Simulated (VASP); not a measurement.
# TiO2 (I4_1/amd) in VASP: single point with LDA

Aim: the single point of TiO2 with LDA.

All numbers are computed with VASP 6.6.1; they aren't measurements. Logs are shortened: lines on timing, memory, paths and dates and some standing lists are left out, and cuts for length are marked.

### Step 1. The cell of the first run

Symmetry: I4_1/amd, No. 141, tetragonal system. Conventional cell: a = 3.739 Å, b = 3.739 Å, c = 9.456 Å, α = 90.00°, β = 90.00°, γ = 90.00°. Ti (site symmetry -4m2) has 6 O at 1.91 to 1.97 Å within 2.5 Å. Within 2.5 Å of O (site symmetry 2mm) lie 3 Ti at 1.91 to 1.97 Å and 2 O at 2.44 Å.

### Step 2. Single point, LDA

Contents of INCAR:

```
PREC = Accurate ; ENCUT = 520
EDIFF = 1E-6 ; ISMEAR = 0
SIGMA = 0.02 ; LREAL = False
LASPH = True ; NELM = 100
ALGO = Normal ; ISIF = 2
LWAVE = False ; LCHARG = False
GGA = CA ; NBANDS = 33
```

Contents of KPOINTS:

```
Automatic mesh
0
Gamma
  10 10 10
```

Contents of POSCAR:

```
TiO2
1.0
   -1.8696468393      1.8696468393      4.7279854140
    1.8696468393     -1.8696468393      4.7279854140
    1.8696468393      1.8696468393     -4.7279854140
Ti O
2 4
Direct
    0.0000000000      0.0000000000      0.0000000000
    0.7500000000      0.2500000000      0.5000000000
    0.2079724696      0.2079724696      0.0000000000
    0.9579724696      0.4579724696      0.5000000000
    0.5420275304      0.0420275304      0.5000000000
    0.7920275304      0.7920275304      0.0000000000
```

Potentials or basis: VASP PAW LDA potentials, release 64 (Ti_sv, O).

The run is started by

```
$ cat potpaw_LDA.64/Ti_sv/POTCAR potpaw_LDA.64/O/POTCAR > POTCAR
$ mpirun -np 1 vasp_std > vasp.out
```

OUTCAR:

```text
PREC = Accurate
   ENCUT = 520
   EDIFF = 1E-6
   ISMEAR = 0
   LREAL = False
   LASPH = True
   NELM = 100
   ISIF = 2
   GGA = CA

 ion  position               nearest neighbor table
   1  0.000  0.000  0.000-   5 1.91   4 1.91   5 1.91   4 1.91   3 1.97   6 1.97
   2  0.750  0.250  0.500-   6 1.91   3 1.91   6 1.91   3 1.91   4 1.97   5 1.97
   3  0.208  0.208  0.000-   2 1.91   2 1.91   1 1.97
   4  0.958  0.458  0.500-   1 1.91   1 1.91   2 1.97
   5  0.542  0.042  0.500-   1 1.91   1 1.91   2 1.97
   6  0.792  0.792  0.000-   2 1.91   2 1.91   1 1.97

  LATTYP: Found a body centered tetragonal cell.
 ALAT       =     3.7392936786
 C/A-ratio  =     2.5288120273

  Lattice vectors:

 A1 = (  -1.8696468393,   1.8696468393,   4.7279854140)
 A2 = (   1.8696468393,  -1.8696468393,   4.7279854140)
 A3 = (   1.8696468393,   1.8696468393,  -4.7279854140)

Analysis of symmetry for initial positions (statically):
=====================================================================
 Subroutine PRICEL returns:
 Original cell was already a primitive cell.

 Routine SETGRP: Setting up the symmetry group for a
 body centered tetragonal supercell.

 Subroutine GETGRP returns: Found 16 space group operations
 (whereof  8 operations were pure point group operations)
 out of a pool of 16 trial point group operations.

The static configuration has the point symmetry D_2d.
 The point group associated with its full space group is D_4h.

Analysis of symmetry for dynamics (positions and initial velocities):
=====================================================================
 Subroutine PRICEL returns:
 Original cell was already a primitive cell.

 Routine SETGRP: Setting up the symmetry group for a
 body centered tetragonal supercell.

 Subroutine GETGRP returns: Found 16 space group operations
 (whereof  8 operations were pure point group operations)
 out of a pool of 16 trial point group operations.

The dynamic configuration has the point symmetry D_2d.
 The point group associated with its full space group is D_4h.

 Subroutine INISYM returns: Found 16 space group operations
 (whereof  8 operations are pure point group operations),
 and found     1 'primitive' translations

----------------------------------------------------------------------------------------

                                     Primitive cell

[... 99 lines left out ...]
   LREAL  =      F    real-space projection
   EDIFFG = 0.1E-04   stopping-criterion for IOM
   NSW    =      0    number of steps for IOM
   IBRION =     -1    ionic relax: 0-MD 1-quasi-New 2-CG
   NFREE  =      0    steps in history (QN), initial steepest desc. (CG)
   ISIF   =      2    stress and relaxation
   ISYM   =      2    0-nonsym 1-usesym 2-fastsym
   POTIM  = 0.5000    time-step for ionic-motion
   TEBEG  =    0.0;   TEEND  =   0.0 temperature during run
   PSTRESS=    0.0 pullay stress
   NELECT =      48.0000    total number of electrons
   NUPDOWN=      -1.0000    fix difference up-down
   EMIN   =  10.00;   EMAX   =-10.00  energy-range for DOS
   EFERMI =   0.00;   METHOD = LEGACY
   ISMEAR =     0;   SIGMA  =   0.02  broadening in eV -4-tet -1-fermi 0-gaus
   EFERMI_NEDOS =   21; number of points for ismear=-14 and -15
   IALGO  =     38    algorithm
   IMIX   =      4    mixing-type and parameters
     AMIX     =   0.40;   BMIX     =  1.00
     AMIX_MAG =   1.60;   BMIX_MAG =  1.00
  volume/ion in A,a.u.               =      11.02        74.35
  Fermi-wavevector in a.u.,A,eV,Ry     =   1.471421  2.780582 29.457680  2.165078
  Thomas-Fermi vector in A             =   2.586558
   LORBIT       =      0    0 simple, 1 ext, 2 COOP (PROOUT), +10 PAW based schemes
   GGA     = CA    functional components
   LHFCALC =     F    Hartree Fock is set to
   AEXX    =    0.0000 exact exchange contribution
   IVDW    =     0    specifies the selected vdW correction
   LEPSILON=     F    determine dielectric tensor
   LRPA    =     F    only Hartree local field effects (RPA)
 non-spin polarized calculation
 Gauss-broadening in eV      SIGMA  =   0.02
  energy-cutoff  :      520.00
  volume of cell :       66.11
 maximum number of plane-waves:      1802
   NGX = 21   NGY = 21   NGZ = 21

 number of electron      47.9999998 magnetization

 Free energy of the ion-electron system (eV)
  ---------------------------------------------------
  ext. energy  EPLUGINS =         0.00000000
  ---------------------------------------------------
  free energy    TOTEN  =       -58.83487524 eV

  energy without entropy =      -58.83487524  energy(sigma->0) =      -58.83487524

 E-fermi :   3.4811     XC(G=0): -11.4961

 val. band max:        3.3680121656   @ k =  -0.4000   0.4000   0.0000
 cond. band min:       5.4436094384   @ k =   0.0000   0.0000   0.0000
 fundamental gap:      2.0755972728
 Fermi energy:         3.4810861829

 k-point     1 :       0.0000    0.0000    0.0000
  band No.  band energies     occupation
      1     -52.1687      2.00000
      2     -52.0949      2.00000
      3     -29.0963      2.00000
      4     -28.8178      2.00000
      5     -28.8178      2.00000
      6     -28.7350      2.00000
[... 853 lines left out ...]
     32      10.1502      0.00000
     33      11.0799      0.00000

 [... further k-points ...]

------------------------ aborting loop because EDIFF is reached ----------------------------------------

  FORCE on cell =-STRESS in cart. coord.  units (eV):
  Direction    XX          YY          ZZ          XY          YZ          ZX
  --------------------------------------------------------------------------------------
  -------------------------------------------------------------------------------------
  Total        0.5382238      0.5382238      0.5249185      0.0000000      0.0000000      0.0000000
  in kB       13.0442225     13.0442225     12.7217598      0.0000000      0.0000000      0.0000000
  external PRESSURE =      12.9367350 kB  Pullay stress =       0.0000000 kB

 VOLUME and BASIS-vectors are now :
 -----------------------------------------------------------------------------
  energy-cutoff  :      520.00
  volume of cell :       66.11
      direct lattice vectors                 reciprocal lattice vectors
    -1.869646839  1.869646839  4.727985414     0.000000000  0.267430185  0.105753287
     1.869646839 -1.869646839  4.727985414     0.267430185  0.000000000  0.105753287
     1.869646839  1.869646839 -4.727985414     0.267430185  0.267430185  0.000000000

 POSITION                                       TOTAL-FORCE (eV/Angst)
 -----------------------------------------------------------------------------------
      0.00000      0.00000      0.00000        -0.000000     -0.000000     -0.000000
     -0.00000      1.86965      2.36399        -0.000000     -0.000000     -0.000000
      0.00000      0.00000      1.96658         0.000000     -0.000000      0.033959
      0.00000      1.86965      4.33057        -0.000000      0.000000      0.033959
     -0.00000      1.86965      0.39741        -0.000000      0.000000     -0.033959
      0.00000      0.00000      7.48939         0.000000     -0.000000     -0.033959
 -----------------------------------------------------------------------------------
    total drift:                                0.000000      0.000000     -0.000000

  FREE ENERGIE OF THE ION-ELECTRON SYSTEM (eV)
  ---------------------------------------------------
  free  energy   TOTEN  =       -58.8348752417 eV

  energy  without entropy=      -58.8348752417  energy(sigma->0) =      -58.83487524
```

OSZICAR:

```text
N       E                     dE             d eps       ncg     rms          rms(c)
DAV:   1     0.649750824307E+03    0.64975E+03   -0.24322E+04  6732   0.169E+03
DAV:   2     0.214551546377E+02   -0.62830E+03   -0.58292E+03  7402   0.508E+02
DAV:   3    -0.704281572414E+02   -0.91883E+02   -0.90377E+02  9149   0.188E+02
DAV:   4    -0.751836164040E+02   -0.47555E+01   -0.47458E+01 10066   0.408E+01
DAV:   5    -0.753571616209E+02   -0.17355E+00   -0.17352E+00  8630   0.615E+00    0.328E+01
DAV:   6    -0.591422773231E+02    0.16215E+02   -0.75272E+01  9450   0.889E+01    0.109E+01
DAV:   7    -0.591024165164E+02    0.39861E-01   -0.14318E+01  8982   0.321E+01    0.985E+00
DAV:   8    -0.588773006498E+02    0.22512E+00   -0.62554E-01  9019   0.778E+00    0.562E+00
DAV:   9    -0.588630924608E+02    0.14208E-01   -0.49337E-01  9803   0.705E+00    0.177E+00
DAV:  10    -0.588443312733E+02    0.18761E-01   -0.18900E-01  9366   0.501E+00    0.914E-01
DAV:  11    -0.588348830722E+02    0.94482E-02   -0.34357E-02  8583   0.121E+00    0.210E-01
DAV:  12    -0.588350166413E+02   -0.13357E-03   -0.25695E-03  7830   0.557E-01    0.119E-01
DAV:  13    -0.588349092564E+02    0.10738E-03   -0.52984E-04  9216   0.310E-01    0.484E-02
DAV:  14    -0.588348751784E+02    0.34078E-04   -0.16351E-04  8482   0.849E-02    0.105E-02
DAV:  15    -0.588348752417E+02   -0.63310E-07   -0.88433E-06  8669   0.243E-02
   1 F= -.58834875E+02 E0= -.58834875E+02  d E =-.592356E-18
```

stdout:

```text
POSCAR found type information on POSCAR TiO
 POSCAR found :  2 types and       6 ions
 scaLAPACK will be used
 LDA part: xc-table for (Slater(with rela. corr.)+CA(PZ))
 , standard interpolation
 POSCAR, INCAR and KPOINTS ok, starting setup
 FFT: planning ... GRIDC
 FFT: planning ... GRID_SOFT
 FFT: planning ... GRID
 WAVECAR not read
 entering main loop
```

It took 17 min on 1 thread of AMD EPYC, shared host; peak memory 0.28 GiB.

What came out:

```yaml
Free_energy: -58.8349 eV
Pressure: 1.3 GPa
Largest_force: 0.034 eV/Å
Band_gap_on_the_k_mesh: 2.08 eV (least direct gap 2.42 eV)
```

Forces in eV/Å, atoms in the order of the input:
```
Ti   0.000  0.000  0.000
Ti   0.000  0.000  0.000
O    0.000  0.000  0.034
O    0.000  0.000  0.034
O    0.000  0.000 -0.034
O    0.000  0.000 -0.034
```

Levels at points of the mesh, in eV from the valence-band top:
| k point | band 22 | band 23 | band 24 | band 25 | band 26 | band 27 |
| --- | --- | --- | --- | --- | --- | --- |
| (0.00, 0.00, 0.00) | -0.76 | -0.50 | -0.50 | 2.08 | 2.88 | 4.11 |
| (0.50, 0.00, 0.00) | -1.03 | -0.81 | -0.65 | 3.29 | 3.64 | 3.65 |
| (0.50, 0.50, 0.00) | -2.17 | -0.03 | -0.03 | 3.41 | 3.41 | 3.93 |
| (0.50, 0.50, 0.50) | -1.28 | -0.10 | -0.10 | 2.46 | 2.46 | 3.87 |
